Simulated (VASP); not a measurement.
# Si (Fd-3m) in VASP: further runs, part 3 of 3

VASP 6.6.1. The steps go on from the part before.

## 6. Single point, PBEsol

This run uses another cell than the first one, of 20.04 Å³/atom, 1.022 times its volume.

Input file INCAR:

```
SYSTEM = Si
  ALGO = Normal
  EDIFF = 1E-6
  ENCUT = 520
  GGA = PS
  ISIF = 2
  ISMEAR = -1
  LASPH = .TRUE.
  LCHARG = .TRUE.
  LELF = .TRUE.
  LREAL = .FALSE.
  LVHAR = .TRUE.
  LWAVE = .FALSE.
  NBANDS = 11
  NELM = 60
  PREC = Accurate
  SIGMA = 0.05
```

Input file KPOINTS:

```
k-points
0
G
  8 8 8
  0 0 0
```

Input file POSCAR:

```
Si
1.0
    0.0000000000      2.7163912418      2.7163912418
    2.7163912418      0.0000000000      2.7163912418
    2.7163912418      2.7163912418      0.0000000000
Si
2
Direct
    0.5000000000      0.5000000000      0.5000000000
    0.7500000000      0.7500000000      0.7500000000
```

Potentials or basis: VASP PAW PBE potentials, release 64 (Si).

On the command line:

```bash
> cat potpaw_PBE.64/Si/POTCAR > POTCAR
> mpirun -np 1 vasp_std > vasp.out
```

OUTCAR:

```text
SYSTEM = Si
   EDIFF = 1E-6
   ENCUT = 520
   GGA = PS
   ISIF = 2
   ISMEAR = -1
   LASPH = .TRUE.
   LREAL = .FALSE.
   NELM = 60
   PREC = Accurate

 ion  position               nearest neighbor table
   1  0.500  0.500  0.500-   2 2.35   2 2.35   2 2.35   2 2.35
   2  0.750  0.750  0.750-   1 2.35   1 2.35   1 2.35   1 2.35

  LATTYP: Found a face centered cubic cell.
 ALAT       =     5.4327824836

  Lattice vectors:

 A1 = (   0.0000000000,   2.7163912418,   2.7163912418)
 A2 = (   2.7163912418,   0.0000000000,   2.7163912418)
 A3 = (   2.7163912418,   2.7163912418,   0.0000000000)

Analysis of symmetry for initial positions (statically):
=====================================================================
 Subroutine PRICEL returns:
 Original cell was already a primitive cell.

 Routine SETGRP: Setting up the symmetry group for a
 face centered cubic supercell.

 Subroutine GETGRP returns: Found 48 space group operations
 (whereof 24 operations were pure point group operations)
 out of a pool of 48 trial point group operations.

The static configuration has the point symmetry T_d .
 The point group associated with its full space group is O_h .

Analysis of symmetry for dynamics (positions and initial velocities):
=====================================================================
 Subroutine PRICEL returns:
 Original cell was already a primitive cell.

 Routine SETGRP: Setting up the symmetry group for a
 face centered cubic supercell.

 Subroutine GETGRP returns: Found 48 space group operations
 (whereof 24 operations were pure point group operations)
 out of a pool of 48 trial point group operations.

The dynamic configuration has the point symmetry T_d .
 The point group associated with its full space group is O_h .

 Subroutine INISYM returns: Found 48 space group operations
 (whereof 24 operations are pure point group operations),
 and found     1 'primitive' translations

----------------------------------------------------------------------------------------

                                     Primitive cell

  volume of cell :      40.0873

  direct lattice vectors                    reciprocal lattice vectors
     0.000000000  2.716391242  2.716391242    -0.184067741  0.184067741  0.184067741
     2.716391242  0.000000000  2.716391242     0.184067741 -0.184067741  0.184067741
     2.716391242  2.716391242  0.000000000     0.184067741  0.184067741 -0.184067741

  length of vectors
     3.841557335  3.841557335  3.841557335     0.318814680  0.318814680  0.318814680

  position of ions in fractional coordinates (direct lattice)
     0.500000000  0.500000000  0.500000000
     0.750000000  0.750000000  0.750000000

  ion indices of the primitive-cell ions
   primitive index   ion index
                 1           1
                 2           2

----------------------------------------------------------------------------------------

 KPOINTS: k-points

Automatic generation of k-mesh.
 Grid dimensions read from file:
 generate k-points for:    8    8    8

 Generating k-lattice:

  Cartesian coordinates                     Fractional coordinates (reciprocal lattice)
    -0.023008468  0.023008468  0.023008468     0.125000000  0.000000000  0.000000000
     0.023008468 -0.023008468  0.023008468     0.000000000  0.125000000  0.000000000
     0.023008468  0.023008468 -0.023008468     0.000000000  0.000000000  0.125000000

  Length of vectors
     0.039851835  0.039851835  0.039851835

  Shift w.r.t. Gamma in fractional coordinates (k-lattice)
     0.000000000  0.000000000  0.000000000

 Subroutine IBZKPT returns following result:
 ===========================================

 Found     29 irreducible k-points:

 Following reciprocal coordinates:
            Coordinates               Weight
  0.000000  0.000000  0.000000      1.000000
  0.125000  0.000000  0.000000      8.000000
  0.250000  0.000000  0.000000      8.000000
  0.375000  0.000000  0.000000      8.000000
  0.500000  0.000000  0.000000      4.000000
  0.125000  0.125000  0.000000      6.000000
[... 16 lines left out ...]
  0.500000  0.250000  0.125000     48.000000
 -0.375000  0.250000  0.125000     24.000000
 [... further k-points ...]
   k-points           NKPTS =     29   k-points in BZ     NKDIM =     29   number of bands    NBANDS=     11
   number of dos      NEDOS =    301   number of ions     NIONS =      2
   total plane-waves  NPLWV =  27000
   dimension x,y,z NGX =    30 NGY =   30 NGZ =   30
   dimension x,y,z NGXF=    60 NGYF=   60 NGZF=   60
   ions per type =               2
   NGX,Y,Z   is equivalent  to a cutoff of  12.98, 12.98, 12.98 a.u.
   NGXF,Y,Z  is equivalent  to a cutoff of  25.97, 25.97, 25.97 a.u.
 SYSTEM =  Si
   PREC   = accura    normal or accurate (medium, high low for compatibility)
   ISTART =      0    job   : 0-new  1-cont  2-samecut
   ICHARG =      2    charge: 1-file 2-atom 10-const
   ISPIN  =      1    spin polarized calculation?
   LNONCOLLINEAR =      F non collinear calculations
   LSORBIT =      F    spin-orbit coupling
   LASPH  =      T    aspherical Exc in radial PAW
   ENCUT  =  520.0 eV  38.22 Ry    6.18 a.u.   7.14  7.14  7.14*2*pi/ulx,y,z
   NELM   =     60;   NELMIN=  2; NELMDL= -5     # of ELM steps
   EDIFF  = 0.1E-05   stopping-criterion for ELM
   LREAL  =      F    real-space projection
   EDIFFG = 0.1E-04   stopping-criterion for IOM
   NSW    =      0    number of steps for IOM
   IBRION =     -1    ionic relax: 0-MD 1-quasi-New 2-CG
   NFREE  =      0    steps in history (QN), initial steepest desc. (CG)
   ISIF   =      2    stress and relaxation
   ISYM   =      2    0-nonsym 1-usesym 2-fastsym
   POTIM  = 0.5000    time-step for ionic-motion
   TEBEG  =    0.0;   TEEND  =   0.0 temperature during run
   PSTRESS=    0.0 pullay stress
   NELECT =       8.0000    total number of electrons
   NUPDOWN=      -1.0000    fix difference up-down
   EMIN   =  10.00;   EMAX   =-10.00  energy-range for DOS
   EFERMI =   0.00;   METHOD = LEGACY
   ISMEAR =    -1;   SIGMA  =   0.05  broadening in eV -4-tet -1-fermi 0-gaus
   EFERMI_NEDOS =   21; number of points for ismear=-14 and -15
   IALGO  =     38    algorithm
   IMIX   =      4    mixing-type and parameters
     AMIX     =   0.40;   BMIX     =  1.00
     AMIX_MAG =   1.60;   BMIX_MAG =  1.00
  volume/ion in A,a.u.               =      20.04       135.26
  Fermi-wavevector in a.u.,A,eV,Ry     =   0.956685  1.807873 12.452692  0.915247
  Thomas-Fermi vector in A             =   2.085636
   LORBIT       =      0    0 simple, 1 ext, 2 COOP (PROOUT), +10 PAW based schemes
   GGA     = PS    functional components
   LHFCALC =     F    Hartree Fock is set to
   AEXX    =    0.0000 exact exchange contribution
   IVDW    =     0    specifies the selected vdW correction
   LEPSILON=     F    determine dielectric tensor
   LRPA    =     F    only Hartree local field effects (RPA)
 non-spin polarized calculation
  energy-cutoff  :      520.00
  volume of cell :       40.09
 maximum number of plane-waves:      1106
 NGX is ok and might be reduce to    30
   NGX = 15   NGY = 15   NGZ = 15

 number of electron       8.0000000 magnetization

 Free energy of the ion-electron system (eV)
  ---------------------------------------------------
  ext. energy  EPLUGINS =         0.00000000
  ---------------------------------------------------
  free energy    TOTEN  =       -11.48910769 eV

  energy without entropy =      -11.48903376  energy(sigma->0) =      -11.48907073

 E-fermi :   6.0109     XC(G=0):  -9.5486

 val. band max:        5.7798719800   @ k =   0.0000   0.0000   0.0000
 cond. band min:       6.2843873537   @ k =   0.3750   0.3750   0.0000
 fundamental gap:      0.5045153737
 Fermi energy:         6.0108655033

 k-point     1 :       0.0000    0.0000    0.0000
  band No.  band energies     occupation
      1      -6.2029      2.00000
      2       5.7799      1.98048
      3       5.7799      1.98048
      4       5.7799      1.98048
      5       8.2961      0.00000
      6       8.2961      0.00000
      7       8.2961      0.00000
      8       9.0909      0.00000
      9      13.4669      0.00000
     10      13.4669      0.00000
     11      13.4849      0.00000
[... 309 lines left out ...]
 k-point    24 :      -0.3750    0.2500    0.1250
  band No.  band energies     occupation
      1      -3.3165      2.00000
      2      -1.0330      2.00000
      3       2.2934      2.00000
      4       3.5976      2.00000
      5       8.7779      0.00000
      6       8.8168      0.00000
      7      11.6369      0.00000
      8      12.8136      0.00000
      9      13.1009      0.00000
     10      16.2611      0.00000
     11      17.3960      0.00000

 [... further k-points ...]
[... 5 lines left out ...]
  --------------------------------------------------------------------------------------
  -------------------------------------------------------------------------------------
  Total        0.0406204      0.0406204      0.0406204      0.0000000      0.0000000      0.0000000
  in kB        1.6234814      1.6234814      1.6234814      0.0000000      0.0000000      0.0000000
  external PRESSURE =       1.6234814 kB  Pullay stress =       0.0000000 kB

 VOLUME and BASIS-vectors are now :
 -----------------------------------------------------------------------------
  energy-cutoff  :      520.00
  volume of cell :       40.09
      direct lattice vectors                 reciprocal lattice vectors
     0.000000000  2.716391242  2.716391242    -0.184067741  0.184067741  0.184067741
     2.716391242  0.000000000  2.716391242     0.184067741 -0.184067741  0.184067741
     2.716391242  2.716391242  0.000000000     0.184067741  0.184067741 -0.184067741

 POSITION                                       TOTAL-FORCE (eV/Angst)
 -----------------------------------------------------------------------------------
      2.71639      2.71639      2.71639         0.000000     -0.000000      0.000000
      4.07459      4.07459      4.07459        -0.000000      0.000000     -0.000000
 -----------------------------------------------------------------------------------
    total drift:                                0.000000     -0.000000     -0.000000

  FREE ENERGIE OF THE ION-ELECTRON SYSTEM (eV)
  ---------------------------------------------------
  free  energy   TOTEN  =       -11.4891076932 eV

  energy  without entropy=      -11.4890337586  energy(sigma->0) =      -11.48907073
```

Wall time 16 s (1 thread of AMD EPYC 7R43 (Zen 3), shared host); peak memory 0.12 GiB.

What came out:

```yaml
Free_energy: -11.4891 eV
Pressure: 0.2 GPa
Band_gap_on_the_k_mesh: 0.50 eV, indirect (least direct gap 2.52 eV)
```

Caveat: the PAW data sets were made with another functional, which shifts forces and pressure a little. A k mesh can miss the band edges.

## 7. The runs side by side

```tsv
level	potentials or basis	cell	gap on the mesh (eV)	pressure (GPa)
revPBE+D4	VASP PAW PBE potentials, release 64 (Si)	a = 3.814 Å, angles 60.0°, 2 atoms	0.62	-0.1
revPBE	VASP PAW PBE potentials, release 64 (Si)	a = 3.884 Å, angles 60.0°, 2 atoms	0.71	-0.1
LDA	VASP PAW LDA potentials, release 64 (Si)	a = 3.819 Å, angles 60.0°, 2 atoms	0.49	0.1
PBE	VASP PAW PBE potentials, release 64 (Si)	a = 3.868 Å, angles 60.0°, 2 atoms	0.65	0.0
PBEsol	VASP PAW PBE potentials, release 64 (Si)	a = 3.842 Å, angles 60.0°, 2 atoms	0.50	0.2
```

Alike in all rows: task single point; no spin polarisation; k mesh 8 × 8 × 8; cutoff (eV) 520; smearing fermi-dirac 0.05 eV.

Caveats: the PAW data sets were made with another functional, which shifts forces and pressure a little (some runs).

Total energies depend on the potentials used, so only differences within one code and one set of settings carry meaning.
